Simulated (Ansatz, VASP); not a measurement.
One calculation of CdS, two programs

```
Cd S
1.0
     4.13480    0.00000    0.00000
    -2.06740    3.58084    0.00000
     0.00000    0.00000    6.74900
Cd S
2 2
Direct
  0.33333 0.66667 0.00000
  0.66667 0.33333 0.50000
  0.33333 0.66667 0.38500
  0.66667 0.33333 0.88500
```

Alike in both runs: task relaxation of cell and atoms; functional PBE; k mesh 12 × 12 × 4; occupations gaussian, width 0.02 eV; no spin polarisation.

|  | VASP | Ansatz |
| --- | --- | --- |
| version | VASP 6.6.1 | Ansatz 0.2.0 |
| potentials or method | VASP PAW PBE potentials, release 64 (Cd, S), cutoff 600 eV | scalar-relativistic, plane waves, PAW |
| valence electrons in the cell | 36 | 52 |

```tsv
	VASP	Ansatz	Ansatz less VASP
gap on the k mesh at the Fermi level, each at its own relaxed structure (eV)	1.10	1.11	+0.011
relaxed volume (Å³/atom)	26.16	26.04	-0.123
relaxed cell length with the largest relative difference (Å)	6.841	6.828	-0.0127
```

VASP's potentials hold 36 valence electrons a cell and Ansatz's 52, so a difference there can come from the potentials and not from the codes.
